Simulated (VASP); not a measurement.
# Hf (P6_3/mmc) in VASP: a series of runs

The runs below take Hf through electric field gradients, with PBE.

Everything below comes from runs of VASP 6.6.1. Logs are shortened: lines on timing, memory, paths and dates and some standing lists are left out, and cuts for length are marked.

## (1) The cell of the first run

It takes space group P6_3/mmc (No. 194, hexagonal). Conventional cell: a = 3.197 Å, b = 3.197 Å, c = 5.058 Å, α = 90.00°, β = 90.00°, γ = 120.00°. Within 4.1 Å of Hf (site symmetry -6m2) lie 12 Hf at 3.13 to 3.20 Å.

## (2) Electric field gradients, PBE

INCAR reads:

```
SYSTEM = Hf
PREC     = Accurate       ! precision mode
ENCUT    = 520            ! plane-wave cutoff, eV
EDIFF    = 1E-8           ! SCF threshold, eV
ISMEAR   = 0              ! smearing method
SIGMA    = 0.05           ! smearing width, eV
LREAL    = .FALSE.        ! projectors in reciprocal space
LASPH    = .TRUE.         ! aspherical terms in the spheres
NELM     = 80             ! most SCF steps
ALGO     = Fast           ! electronic algorithm
ISIF     = 2              ! what is computed and relaxed
LWAVE    = .FALSE.        ! write WAVECAR
LCHARG   = .FALSE.        ! write CHGCAR
GGA      = PE             ! functional
LEFG     = .TRUE.       
NBANDS   = 17             ! bands
```

KPOINTS reads:

```
regular mesh
0
G
  16 16 10
  0 0 0
```

POSCAR reads:

```
Hf
1.0
    3.1967000000      0.0000000000      0.0000000000
   -1.5983500000      2.7684234083      0.0000000000
    0.0000000000      0.0000000000      5.0578000000
Hf
2
Direct
    0.3333333333      0.6666666667      0.2500000000
    0.6666666667      0.3333333333      0.7500000000
```

Potentials or basis: VASP PAW PBE potentials, release 64 (Hf_pv).

Command:

```sh
> cat potpaw_PBE.64/Hf_pv/POTCAR > POTCAR
> mpirun -np 1 vasp_std > vasp.out
```

OUTCAR:

```text
SYSTEM = Hf
   PREC = Accurate
   ENCUT = 520
   EDIFF = 1E-8
   ISMEAR = 0
   LREAL = .FALSE.
   LASPH = .TRUE.
   NELM = 80
   ISIF = 2
   GGA = PE

 ion  position               nearest neighbor table
   1  0.333  0.667  0.250-   2 3.13   2 3.13   2 3.13   2 3.13   2 3.13   2 3.13
   2  0.667  0.333  0.750-   1 3.13   1 3.13   1 3.13   1 3.13   1 3.13   1 3.13

  LATTYP: Found a hexagonal cell.
 ALAT       =     3.1967000000
 C/A-ratio  =     1.5821941377

  Lattice vectors:

 A1 = (   3.1967000000,   0.0000000000,   0.0000000000)
 A2 = (  -1.5983500000,   2.7684234083,   0.0000000000)
 A3 = (   0.0000000000,   0.0000000000,   5.0578000000)

Analysis of symmetry for initial positions (statically):
=====================================================================
 Subroutine PRICEL returns:
 Original cell was already a primitive cell.

 Routine SETGRP: Setting up the symmetry group for a
 hexagonal supercell.

 Subroutine GETGRP returns: Found 24 space group operations
 (whereof 12 operations were pure point group operations)
 out of a pool of 24 trial point group operations.

The static configuration has the point symmetry D_3d.
 The point group associated with its full space group is D_6h.

Analysis of symmetry for dynamics (positions and initial velocities):
=====================================================================
 Subroutine PRICEL returns:
 Original cell was already a primitive cell.

 Routine SETGRP: Setting up the symmetry group for a
 hexagonal supercell.

 Subroutine GETGRP returns: Found 24 space group operations
 (whereof 12 operations were pure point group operations)
 out of a pool of 24 trial point group operations.

The dynamic configuration has the point symmetry D_3d.
 The point group associated with its full space group is D_6h.

 Subroutine INISYM returns: Found 24 space group operations
 (whereof 12 operations are pure point group operations),
 and found     1 'primitive' translations

----------------------------------------------------------------------------------------

                                     Primitive cell

  volume of cell :      44.7606
[... 118 lines left out ...]
   LEPSILON=     F    determine dielectric tensor
   LRPA    =     F    only Hartree local field effects (RPA)
 non-spin polarized calculation
 RMM-DIIS sequential band-by-band and
 Gauss-broadening in eV      SIGMA  =   0.05
  energy-cutoff  :      520.00
  volume of cell :       44.76
 maximum number of plane-waves:      1224
 NGX is ok and might be reduce to    24
   NGX = 11   NGY = 11   NGZ = 19

 number of electron      20.0000004 magnetization

 Free energy of the ion-electron system (eV)
  ---------------------------------------------------
  ext. energy  EPLUGINS =         0.00000000
  ---------------------------------------------------
  free energy    TOTEN  =       -19.85085726 eV

  energy without entropy =      -19.84859219  energy(sigma->0) =      -19.84972473

 E-fermi :   4.9296     XC(G=0): -11.2815

 val. band max:        4.9287981565   @ k =   0.3125   0.2500   0.4000
 cond. band min:       4.9337067983   @ k =   0.1250   0.0625   0.4000
 fundamental gap:      0.0049086418
 Fermi energy:         4.9295635986

 k-point     1 :       0.0000    0.0000    0.0000
  band No.  band energies     occupation
      1     -26.1614      2.00000
      2     -25.4170      2.00000
      3     -25.4170      2.00000
      4     -25.2959      2.00000
      5     -25.2894      2.00000
      6     -25.2894      2.00000
[... 457 lines left out ...]
      4     -25.5854      2.00000
      5     -25.4655      2.00000
      6     -25.4505      2.00000
[... 9 lines left out ...]
     16      10.8312      0.00000
     17      10.8959      0.00000

 [... further k-points ...]
[... 5 lines left out ...]
  --------------------------------------------------------------------------------------
  -------------------------------------------------------------------------------------
  Total        0.1178465      0.1178465      0.0311840      0.0000000      0.0000000      0.0000000
  in kB        4.2182407      4.2182407      1.1162119      0.0000000      0.0000000      0.0000000
  external PRESSURE =       3.1842311 kB  Pullay stress =       0.0000000 kB

 VOLUME and BASIS-vectors are now :
 -----------------------------------------------------------------------------
  energy-cutoff  :      520.00
  volume of cell :       44.76
      direct lattice vectors                 reciprocal lattice vectors
     3.196700000  0.000000000  0.000000000     0.312822598  0.180608211  0.000000000
    -1.598350000  2.768423408  0.000000000     0.000000000  0.361216423  0.000000000
     0.000000000  0.000000000  5.057800000     0.000000000  0.000000000  0.197714421

 POSITION                                       TOTAL-FORCE (eV/Angst)
 -----------------------------------------------------------------------------------
     -0.00000      1.84562      1.26445         0.000000     -0.000000      0.000000
      1.59835      0.92281      3.79335        -0.000000      0.000000      0.000000
 -----------------------------------------------------------------------------------
    total drift:                               -0.000000      0.000000     -0.000000

  FREE ENERGIE OF THE ION-ELECTRON SYSTEM (eV)
  ---------------------------------------------------
  free  energy   TOTEN  =       -19.8508572582 eV

  energy  without entropy=      -19.8485921941  energy(sigma->0) =      -19.84972473

 Electric field gradients (V/A^2)
---------------------------------------------------------------------
 ion       V_xx      V_yy      V_zz      V_xy      V_xz      V_yz
---------------------------------------------------------------------
   1     -41.789   -41.788    83.577     0.000     0.000    -0.000
   2     -41.789   -41.788    83.577     0.000    -0.000     0.000
---------------------------------------------------------------------

 Electric field gradients after diagonalization (V/A^2)
 (convention: |V_zz| > |V_xx| > |V_yy|)
----------------------------------------------------------------------
 ion       V_xx      V_yy      V_zz     asymmetry (V_yy - V_xx)/ V_zz
----------------------------------------------------------------------
   1     -41.789   -41.788    83.577       0.000
   2     -41.789   -41.788    83.577       0.000
----------------------------------------------------------------------

           NMR quadrupolar parameters

 Cq : quadrupolar parameter    Cq=e*Q*V_zz/h
 eta: asymmetry parameters     (V_yy - V_xx)/ V_zz
 Q  : nuclear electric quadrupole moment in mb (millibarn)
----------------------------------------------------------------------
 ion       Cq(MHz)       eta       Q (mb)
----------------------------------------------------------------------
   1       0.202       0.000       1.000
   2       0.202       0.000       1.000
----------------------------------------------------------------------
```

OSZICAR:

```text
N       E                     dE             d eps       ncg     rms          rms(c)
DAV:   1     0.497709652647E+02    0.49771E+02   -0.11382E+04  6136   0.112E+03
DAV:   2    -0.187038814412E+02   -0.68475E+02   -0.66870E+02  7879   0.248E+02
DAV:   3    -0.205532659207E+02   -0.18494E+01   -0.18349E+01  7940   0.271E+01
[... 10 lines left out ...]
RMM:  14    -0.198508572755E+02    0.70181E-06   -0.40390E-06  7425   0.116E-02    0.454E-02
RMM:  15    -0.198508572714E+02    0.40504E-08   -0.15326E-06  7661   0.725E-03    0.118E-02
RMM:  16    -0.198508573130E+02   -0.41606E-07   -0.27337E-07  8939   0.318E-03    0.742E-03
RMM:  17    -0.198508573004E+02    0.12616E-07   -0.29009E-08  6493   0.969E-04    0.427E-03
RMM:  18    -0.198508572496E+02    0.50807E-07   -0.84205E-09  5057   0.499E-04    0.583E-04
RMM:  19    -0.198508572582E+02   -0.85445E-08   -0.15207E-09  4297   0.192E-04
   1 F= -.19850857E+02 E0= -.19849725E+02  d E =-.226506E-02
```

Wall time 1.8 min (1 thread of Intel Xeon 6975P-C, shared host); peak memory 0.24 GiB.

What came out:

| Quantity | Value |
| --- | --- |
| Free energy | -19.8509 eV |
| Pressure | 0.3 GPa |
| Band gap on the k mesh | zero (band 10 reaches 6.10 eV, above the bottom of band 11 at 4.54 eV) |

Levels at points of the mesh, in eV from the Fermi level:
```csv
k point,band 6,band 7,band 8,band 9,band 10,band 11,band 12,band 13,band 14,band 15
"(0.00, 0.00, 0.00)",-30.22,-7.39,-3.72,0.63,1.17,1.17,1.44,1.99,1.99,2.62
"(0.50, 0.00, 0.00)",-30.31,-3.36,-2.76,-2.24,-0.82,0.78,0.86,1.67,5.87,6.38
"(0.00, 0.00, 0.50)",-30.28,-5.42,-5.42,0.13,0.13,1.06,1.06,1.06,1.06,4.78
"(0.50, 0.00, 0.50)",-30.42,-3.42,-3.42,-1.00,-1.00,1.16,1.16,2.63,2.63,6.08
```

Electric field gradients, principal values (V/Å²):
| atom | least | middle | greatest (by size) |
| --- | --- | --- | --- |
| 1 Hf | -41.788 | -41.789 | 83.577 |
| 2 Hf | -41.788 | -41.789 | 83.577 |

Caveat: without QUAD_EFG the Cq values of the log hold for a quadrupole moment of 1 mb, not for the nuclei; spin-orbit coupling is left out, which moves the levels of the heavy elements.

[end of part 1 of 2]
